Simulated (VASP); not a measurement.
Write the native input for VASP 6.6.1 that does the following.

| Property | Result |
| --- | --- |
| Task | single point |
| Functional | PBE |
| Potentials or basis | VASP PAW PBE potentials, release 64 (K_sv, Al) |
| Cutoff | 520 eV |
| k mesh | 8 × 8 × 8 |
| Occupations | gaussian, width 0.1 eV |
| Spin | no spin polarisation |
| Dipole correction | no |
| Further INCAR settings | ALGO = Fast; EDIFF = 1e-06; NBANDS = 24 |

The structure of KAl2 lies in POSCAR:

```
KAl2
1.0
    2.2628425739     -6.5736502714      0.0000000000
    2.2628425739      6.5736502714      0.0000000000
    0.0000000000      0.0000000000      5.6189895836
K Al
2 4
Direct
    0.2171622777      0.7828377223      0.7500000000
    0.7828377223      0.2171622777      0.2500000000
    0.0526114000      0.9473886000      0.2500000000
    0.9473886000      0.0526114000      0.7500000000
    0.5000000000      0.5000000000      0.0000000000
    0.5000000000      0.5000000000      0.5000000000
```

One way to write it, as run:

INCAR

```
  PREC = Accurate
  ENCUT = 520
  EDIFF = 1E-6
  ISMEAR = 0
  SIGMA = 0.1
  LREAL = F
  LASPH = T
  NELM = 80
  ALGO = Fast
  ISIF = 2
  LWAVE = F
  LCHARG = T
  GGA = PE
  LELF = T
  LVHAR = T
  NBANDS = 24
```

KPOINTS

```
regular mesh
0
Gamma
  8 8 8
```

Potentials or basis: VASP PAW PBE potentials, release 64 (K_sv, Al).

Run with:

```bash
$ cat potpaw_PBE.64/K_sv/POTCAR potpaw_PBE.64/Al/POTCAR > POTCAR
$ mpirun -np 1 vasp_std > vasp.out
```

It gave:

* Pressure: 0.0 GPa
* Largest force: 0.004 eV/Å
* Band gap on the k mesh: zero (bands 15 and 16 overlap by 1.68 eV)

It took 10 min on 1 thread of Intel(R) Xeon(R) Platinum 8488C (Sapphire Rapids), with other jobs on the host, peak memory 0.57 GiB.
